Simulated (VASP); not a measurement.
SrSiH6, 8 atoms in the cell. The structure is tetragonal, space group P4/mmm (No. 123). The conventional cell has a = 3.302 Å, b = 3.302 Å, c = 6.065 Å, α = 90.00°, β = 90.00°, γ = 90.00°. Sr (site symmetry 4/mmm) has 12 H at 2.34 to 2.63 Å and 2 Si at 3.03 Å within 3.1 Å. Si (site symmetry 4/mmm) has 12 H at 1.93 to 2.34 Å within 2.6 Å. Within 3.1 Å of H (site symmetry 4/mmm) lie 4 Sr at 2.34 Å and 10 H at 2.63 to 3.03 Å. H (site symmetry 4/mmm) has 8 H at 1.93 Å and 4 Si at 2.34 Å within 2.6 Å. Within 2.7 Å of H (site symmetry 2mm) lie 2 Si at 1.93 Å and 9 H at 1.93 to 2.63 Å and 2 Sr at 2.63 Å. 

| Item | Value |
| --- | --- |
| Program | VASP 6.6.1 |
| Task | single point |
| Functional | PBEsol |
| Potentials or basis | VASP PAW PBE potentials, release 64 (Sr_sv, Si, H) |
| Cutoff | 520 eV |
| k mesh | 6 × 6 × 4 |
| Occupations | fermi-dirac, width 0.03 eV |
| Spin | no spin polarisation |
| Dipole correction | no |
| Further INCAR settings | ALGO = Normal; EDIFF = 1e-07; NBANDS = 20 |

Potentials or basis: VASP PAW PBE potentials, release 64 (Sr_sv, Si, H).

Run with:

```sh
$ cat potpaw_PBE.64/Sr_sv/POTCAR potpaw_PBE.64/Si/POTCAR potpaw_PBE.64/H/POTCAR > POTCAR
$ mpirun -np 1 vasp_std > vasp.out
```

Hardware: 1 thread of AMD EPYC 7R32 (Zen 2), with other jobs on the host.

Task: Estimate the wall time of this run.

Result: It took 74 s on 1 thread of AMD EPYC 7R32 (Zen 2), with other jobs on the host, peak memory 0.18 GiB. Counts: scf iterations 15, k points 30.
